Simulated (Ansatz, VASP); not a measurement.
One calculation of AlN, two programs

The input INCAR:

```
SYSTEM = AlN
PREC = Accurate
ENCUT = 600
EDIFF = 1E-7
ISMEAR = 0
SIGMA = 0.02
LREAL = .False.
LASPH = .True.
NELM = 120
ALGO = Normal
ISIF = 3
LWAVE = .False.
LCHARG = .False.
GGA = PE
IBRION = 2
NSW = 100
EDIFFG = -0.002
GGA_COMPAT = .False.
NELMIN = 4
```

The input KPOINTS:

```
regular mesh
0
Gamma
  10 10 10
  0 0 0
```

The input POSCAR:

```
AlN
1.0
    0.0000000000      2.1900000000      2.1900000000
    2.1900000000      0.0000000000      2.1900000000
    2.1900000000      2.1900000000      0.0000000000
Al N
1 1
Direct
    0.0000000000      0.0000000000      0.0000000000
    0.2500000000      0.2500000000      0.2500000000
```

Input for Ansatz:

```yaml
crystal:
  lattice:
    - [0.0, 2.19, 2.19]
    - [2.19, 0.0, 2.19]
    - [2.19, 2.19, 0.0]
  atoms:
    - { symbol: Al, position: [0.0, 0.0, 0.0] }
    - { symbol: "N", position: [0.25, 0.25, 0.25] }
basis:
  ecutwfc: 420
kpoints:
  mp_grid: { grid: [10, 10, 10] }
hamiltonian:
  xc: pbe
  pseudopotentials: { kind: paw, azcp: { folder: soft_1 } }
scf:
  occupations: { method: gaussian, width: 0.02 }
output:
  forces: true
  stress: true
  eigenvalues: true
relax:
  adjacent_minimum: "off"
  f_tol: 0.002
  max_steps: 80
  cell: { stress_tol: 0.02 }
```

Alike in both runs: task relaxation of cell and atoms; functional PBE; k mesh 10 × 10 × 10; occupations gaussian, width 0.02 eV; no spin polarisation.

|  | VASP | Ansatz |
| --- | --- | --- |
| version | VASP 6.6.1 | Ansatz 0.2.0 |
| potentials or method | VASP PAW PBE potentials, release 64 (Al, N), cutoff 600 eV | scalar-relativistic, plane waves, PAW |
| valence electrons in the cell | 8 | 8 |

```csv
,VASP,Ansatz,Ansatz less VASP
"gap on the k mesh at the Fermi level, each at its own relaxed structure (eV)",3.31,3.31,+0.005
relaxed volume (Å³/atom),10.65,10.67,+0.017
relaxed cell length with the largest relative difference (Å),3.111,3.113,+0.0016
```
